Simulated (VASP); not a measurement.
Li, 1 atom in the cell. It takes space group R-3m (No. 166, trigonal). The conventional cell has a = 3.067 Å, b = 3.067 Å, c = 7.857 Å, α = 90.00°, β = 90.00°, γ = 120.00°. Within 4.0 Å of Li (site symmetry -3m) lie 12 Li at 3.07 to 3.16 Å.  This cell differs from its parent crystal: equal xy, yz and zx shear strains of +3 %.

- Program: VASP 6.6.1
- Task: electric field gradients
- Functional: PBE
- Potentials or basis: VASP PAW PBE potentials, release 64 (Li_sv)
- Cutoff: 520 eV
- k mesh: 13 × 13 × 13
- Occupations: fermi-dirac, width 0.08 eV
- Spin: no spin polarisation
- Dipole correction: no
- Further INCAR settings: ALGO = Normal; EDIFF = 1e-08; NBANDS = 8

Potentials or basis: VASP PAW PBE potentials, release 64 (Li_sv).

Run with:

```bash
$ cat potpaw_PBE.64/Li_sv/POTCAR > POTCAR
$ mpirun -np 1 vasp_std > vasp.out
```

Hardware: 1 thread of Intel Xeon 8259CL, on a shared host.

Question: How long does it take, and how much memory?

Answer: Run time: 24 s on 1 thread of Intel Xeon 8259CL (shared host), peak memory 0.15 GiB. Counts: scf iterations 11, k points 231.
